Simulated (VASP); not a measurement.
# O (R-3m) in VASP: single point with PBEsol

Aim: the single point of O with PBEsol.

Program: VASP 6.6.1. These are calculated values, not measurements. Logs are shortened: lines on timing, memory, paths and dates and some standing lists are left out, and cuts for length are marked.

### 1 The cell of the first run

Symmetry: R-3m, No. 166, trigonal system. Conventional cell: a = 2.847 Å, b = 2.847 Å, c = 10.225 Å, α = 90.00°, β = 90.00°, γ = 120.00°. Within 1.6 Å of O (site symmetry 3m) lie 1 O at 1.18 Å.

### 2 Single point, PBEsol

File INCAR:

```
SYSTEM = O
ALGO = Normal ; EDIFF = 1E-6
ENCUT = 520 ; GGA = PS
ISIF = 2 ; ISMEAR = -1
ISYM = 0 ; LASPH = .TRUE.
LCHARG = .TRUE. ; LELF = .TRUE.
LREAL = Auto ; LVHAR = .TRUE.
LWAVE = .FALSE. ; NBANDS = 62
NELM = 80 ; PREC = Accurate
SIGMA = 0.2241
```

File KPOINTS:

```
Automatic mesh
0
Gamma
  3 3 4
  0 0 0.5
```

File POSCAR:

```
O
1.0
   -2.8466980442      4.9306256463      0.0000000000
    2.8466980442      4.9306256463      0.0000000000
    0.0000000000      3.2870837642     -6.8166000000
O
16
Direct
    0.0288500000      0.0288500000      0.4134500000
    0.0288500000      0.0288500000      0.9134500000
    0.5288500000      0.0288500000      0.4134500000
    0.5288500000      0.0288500000      0.9134500000
    0.0288500000      0.5288500000      0.4134500000
    0.0288500000      0.5288500000      0.9134500000
    0.5288500000      0.5288500000      0.4134500000
    0.5288500000      0.5288500000      0.9134500000
    0.4711500000      0.4711500000      0.0865500000
    0.4711500000      0.4711500000      0.5865500000
    0.9711500000      0.4711500000      0.0865500000
    0.9711500000      0.4711500000      0.5865500000
    0.4711500000      0.9711500000      0.0865500000
    0.4711500000      0.9711500000      0.5865500000
    0.9711500000      0.9711500000      0.0865500000
    0.9711500000      0.9711500000      0.5865500000
```

Potentials or basis: VASP PAW PBE potentials, release 64 (O).

Command:

```console
cat potpaw_PBE.64/O/POTCAR > POTCAR
mpirun -np 1 vasp_std > vasp.out
```

OUTCAR:

```text
SYSTEM = O
   EDIFF = 1E-6
   ENCUT = 520
   GGA = PS
   ISIF = 2
   ISMEAR = -1
   ISYM = 0
   LASPH = .TRUE.
   LREAL = Auto
   NELM = 80
   PREC = Accurate

 ion  position               nearest neighbor table
   1  0.029  0.029  0.413-  16 1.18
   2  0.029  0.029  0.913-  15 1.18
   3  0.529  0.029  0.413-  14 1.18
   4  0.529  0.029  0.913-  13 1.18
   5  0.029  0.529  0.413-  12 1.18
   6  0.029  0.529  0.913-  11 1.18
[... 8 lines left out ...]
  15  0.971  0.971  0.087-   2 1.18
  16  0.971  0.971  0.587-   1 1.18

IMPORTANT INFORMATION: All symmetrisations will be switched off!
NOSYMM: (Re-)initialisation of all symmetry stuff for point group C_1.

----------------------------------------------------------------------------------------

                                     Primitive cell

  volume of cell :     191.3556

  direct lattice vectors                    reciprocal lattice vectors
    -2.846698044  4.930625646  0.000000000    -0.175642092  0.101407009  0.048900234
     2.846698044  4.930625646  0.000000000     0.175642092  0.101407009  0.048900234
     0.000000000  3.287083764 -6.816600000     0.000000000  0.000000000 -0.146700701

  length of vectors
     5.693396088  5.693396088  7.567757609     0.208625883  0.208625883  0.146700701

  position of ions in fractional coordinates (direct lattice)
     0.028850000  0.028850000  0.413450000
     0.028850000  0.028850000  0.913450000
     0.528850000  0.028850000  0.413450000
     0.528850000  0.028850000  0.913450000
     0.028850000  0.528850000  0.413450000
     0.028850000  0.528850000  0.913450000
[... 8 lines left out ...]
     0.971150000  0.971150000  0.086550000
     0.971150000  0.971150000  0.586550000

  ion indices of the primitive-cell ions
   primitive index   ion index
                 1           1
                 2           2
                 3           3
                 4           4
                 5           5
                 6           6
[... 8 lines left out ...]
                15          15
                16          16

----------------------------------------------------------------------------------------

 KPOINTS: Automatic mesh

Automatic generation of k-mesh.
 Grid dimensions read from file:
 generate k-points for:    3    3    4

 Generating k-lattice:
[... 77 lines left out ...]
   EDIFF  = 0.1E-05   stopping-criterion for ELM
   LREAL  =      T    real-space projection
   EDIFFG = 0.1E-04   stopping-criterion for IOM
   NSW    =      0    number of steps for IOM
   IBRION =     -1    ionic relax: 0-MD 1-quasi-New 2-CG
   NFREE  =      0    steps in history (QN), initial steepest desc. (CG)
   ISIF   =      2    stress and relaxation
   ISYM   =      0    0-nonsym 1-usesym 2-fastsym
   POTIM  = 0.5000    time-step for ionic-motion
   TEBEG  =    0.0;   TEEND  =   0.0 temperature during run
   PSTRESS=    0.0 pullay stress
   NELECT =      96.0000    total number of electrons
   NUPDOWN=      -1.0000    fix difference up-down
   EMIN   =  10.00;   EMAX   =-10.00  energy-range for DOS
   EFERMI =   0.00;   METHOD = LEGACY
   ISMEAR =    -1;   SIGMA  =   0.22  broadening in eV -4-tet -1-fermi 0-gaus
   EFERMI_NEDOS =   21; number of points for ismear=-14 and -15
   IALGO  =     38    algorithm
   IMIX   =      4    mixing-type and parameters
     AMIX     =   0.40;   BMIX     =  1.00
     AMIX_MAG =   1.60;   BMIX_MAG =  1.00
  volume/ion in A,a.u.               =      11.96        80.71
  Fermi-wavevector in a.u.,A,eV,Ry     =   1.300823  2.458199 23.022964  1.692140
  Thomas-Fermi vector in A             =   2.431997
   LORBIT       =      0    0 simple, 1 ext, 2 COOP (PROOUT), +10 PAW based schemes
   GGA     = PS    functional components
   LHFCALC =     F    Hartree Fock is set to
   AEXX    =    0.0000 exact exchange contribution
   IVDW    =     0    specifies the selected vdW correction
   LEPSILON=     F    determine dielectric tensor
   LRPA    =     F    only Hartree local field effects (RPA)
 non-spin polarized calculation
  energy-cutoff  :      520.00
  volume of cell :      191.36
 maximum number of plane-waves:      5185
 NGX is ok and might be reduce to    42
   NGX = 21   NGY = 21   NGZ = 29

 number of electron      96.0000032 magnetization

 Free energy of the ion-electron system (eV)
  ---------------------------------------------------
  ext. energy  EPLUGINS =         0.00000000
  ---------------------------------------------------
  free energy    TOTEN  =       -79.93515707 eV

  energy without entropy =      -77.46922092  energy(sigma->0) =      -78.70218899

 E-fermi :   0.3582     XC(G=0):  -9.4220

 val. band max:        0.3483400898   @ k =   0.3333   0.3333   0.3750
 cond. band min:       0.3613265531   @ k =  -0.3333  -0.3333   0.1250
 fundamental gap:      0.0129864633
 Fermi energy:         0.3582390846

 k-point     1 :       0.0000    0.0000    0.1250
  band No.  band energies     occupation
      1     -27.7324      2.00000
      2     -27.6568      2.00000
      3     -27.3740      2.00000
      4     -27.3740      2.00000
      5     -27.3740      2.00000
      6     -27.3524      2.00000
[... 1123 lines left out ...]
     59       9.9205      0.00000
     60      10.6728      0.00000
 [bands above 60 left out]

------------------------ aborting loop because EDIFF is reached ----------------------------------------

  FORCE on cell =-STRESS in cart. coord.  units (eV):
  Direction    XX          YY          ZZ          XY          YZ          ZX
  --------------------------------------------------------------------------------------
  -------------------------------------------------------------------------------------
  Total       -7.5385097     -7.5129438     42.5969108     -0.0000014      0.0162543     -0.0000017
  in kB      -63.1182347    -62.9041771    356.6542861     -0.0000119      0.1360936     -0.0000140
  external PRESSURE =      76.8772914 kB  Pullay stress =       0.0000000 kB

 VOLUME and BASIS-vectors are now :
 -----------------------------------------------------------------------------
  energy-cutoff  :      520.00
  volume of cell :      191.36
      direct lattice vectors                 reciprocal lattice vectors
    -2.846698044  4.930625646  0.000000000    -0.175642092  0.101407009  0.048900234
     2.846698044  4.930625646  0.000000000     0.175642092  0.101407009  0.048900234
     0.000000000  3.287083764 -6.816600000     0.000000000  0.000000000 -0.146700701

 POSITION                                       TOTAL-FORCE (eV/Angst)
 -----------------------------------------------------------------------------------
      0.00000      1.64354     -2.81832         0.000016     -0.000804      3.992351
      0.00000      3.28708     -6.22662         0.000006     -0.000783      3.992138
     -1.42335      4.10885     -2.81832        -0.000004     -0.000812      3.992391
     -1.42335      5.75240     -6.22662         0.000010     -0.000826      3.991543
      1.42335      4.10885     -2.81832         0.000004     -0.000829      3.991479
      1.42335      5.75240     -6.22662        -0.000011     -0.000831      3.993169
[... 8 lines left out ...]
      0.00000      9.86125     -0.58998        -0.000005      0.000783     -3.992114
      0.00000     11.50479     -3.99828        -0.000014      0.000804     -3.992372
 -----------------------------------------------------------------------------------
    total drift:                               -0.000000     -0.000002      0.000160

  FREE ENERGIE OF THE ION-ELECTRON SYSTEM (eV)
  ---------------------------------------------------
  free  energy   TOTEN  =       -79.9351570663 eV

  energy  without entropy=      -77.4692209198  energy(sigma->0) =      -78.70218899
```

stdout:

```text
POSCAR found type information on POSCAR O
 POSCAR found :  1 types and      16 ions
 scaLAPACK will be used
 -----------------------------------------------------------------------------
|                                                                             |
|                                                                             |
|     You enforced a specific xc type in the INCAR file but a different       |
[... 21 lines left out ...]
|                                                                             |
 -----------------------------------------------------------------------------

 POSCAR, INCAR and KPOINTS ok, starting setup
 FFT: planning ... GRIDC
 FFT: planning ... GRID_SOFT
 FFT: planning ... GRID
 WAVECAR not read
 entering main loop
```

Run time: 3.5 min. Hardware: 1 thread of Intel Xeon 6975P-C (Granite Rapids), shared host; peak memory 0.35 GiB.

What came out:

```
Free energy            : -79.9352 eV
Pressure               : 7.7 GPa
Largest force          : 3.993 eV/Å
Band gap on the k mesh : zero (bands 48 and 49 overlap by 0.55 eV)
```

Forces in eV/Å, atoms in the order of the input:
```
O    0.000 -0.001  3.992
O    0.000 -0.001  3.992
O    0.000 -0.001  3.992
O    0.000 -0.001  3.992
O    0.000 -0.001  3.991
O    0.000 -0.001  3.993
O    0.000 -0.001  3.992
O    0.000 -0.001  3.992
O    0.000  0.001 -3.992
O    0.000  0.001 -3.992
O    0.000  0.001 -3.993
O    0.000  0.001 -3.992
O    0.000  0.001 -3.992
O    0.000  0.001 -3.992
O    0.000  0.001 -3.992
O    0.000  0.001 -3.992
```

Levels at points of the mesh, in eV from the Fermi level:
| k point | band 45 | band 46 | band 47 | band 48 | band 49 | band 50 | band 51 | band 52 |
| --- | --- | --- | --- | --- | --- | --- | --- | --- |
| (0.00, 0.00, 0.12) | -0.71 | -0.71 | 0.16 | 0.17 | 0.17 | 0.65 | 0.65 | 0.67 |

Caveat: the k points lie up to 0.44 Å⁻¹ apart, too coarse for converged energies and pressures of a metal; the standard files for N, O and F lose accuracy on very short bonds; spin is off for a triplet molecule; this functional lacks dispersion, which holds the molecules together, so the pressure and a relaxed volume are unreliable; the PAW data sets were made with another functional, which shifts forces and pressure a little.
